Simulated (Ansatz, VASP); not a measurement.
**Rb in VASP and in Ansatz**

The input INCAR:

```
PREC     = Accurate       # precision mode
ENCUT    = 520            # plane-wave cutoff, eV
EDIFF    = 1E-6           # SCF threshold, eV
ISMEAR   = -1             # smearing method
SIGMA    = 0.1            # smearing width, eV
LREAL    = False          # projectors in reciprocal space
LASPH    = True           # aspherical terms in the spheres
NELM     = 100            # most SCF steps
ALGO     = Normal         # electronic algorithm
ISIF     = 2              # what is computed and relaxed
LWAVE    = False          # write WAVECAR
LCHARG   = True           # write CHGCAR
GGA      = B5             # functional
ALDAX    = 1.0          
AGGAX    = 1.0          
AGGAC    = 1.0          
ALDAC    = 0.0          
LELF     = True           # ELF
LVHAR    = True         
NBANDS   = 16             # bands
```

File KPOINTS:

```
Automatic mesh
0
Gamma
  8 8 5
```

Contents of POSCAR:

```
Rb
1.0
    5.3169605747      0.0000000000      0.0000000000
   -2.6584802874      4.6046229286      0.0000000000
    0.0000000000      0.0000000000      8.7539621652
Rb
2
Direct
    0.3333333333      0.6666666667      0.2500000000
    0.6666666667      0.3333333333      0.7500000000
```

Input for Ansatz:

```yaml
crystal:
  lattice:
    - [5.3169605747, 0.0, 0.0]
    - [-2.6584802874, 4.6046229286, 0.0]
    - [0.0, 0.0, 8.7539621652]
  atoms:
    - { symbol: Rb, position: [0.3333333333, 0.6666666667, 0.25] }
    - { symbol: Rb, position: [0.6666666667, 0.3333333333, 0.75] }
hamiltonian:
  xc: blyp
  pseudopotentials:
    kind: paw
    azcp:
      Rb: "pseudopotentials/Rb.paw.azcp"
basis:
  ecutwfc: 420
  fft_grid_basis: typed
kpoints:
  mp_grid: { grid: [8, 8, 5], shift: [0, 0, 0] }
magnetization:
  spin_polarized: false
scf:
  occupations: { method: fermi_dirac, width: 0.1 }
  lower_state_search: "off"
output:
  stress: true
```

Alike in both runs: task single point; functional BLYP; k mesh 8 × 8 × 5; occupations fermi-dirac, width 0.1 eV; no spin polarisation.

|  | VASP | Ansatz |
| --- | --- | --- |
| version | VASP 6.6.1 | Ansatz 0.2.0 |
| potentials or method | VASP PAW PBE potentials, release 64 (Rb_sv), cutoff 520 eV | plane waves (420 eV) with PAW, scalar-relativistic |
| valence electrons in the cell | 18 | 18 |

```csv
,VASP,Ansatz,Ansatz less VASP
pressure (GPa),-0.2,-0.2,0.00
```

VASP's potentials were made for PBE, not for BLYP. With one functional, cell and mesh, what is left measures potentials, basis and numerics.
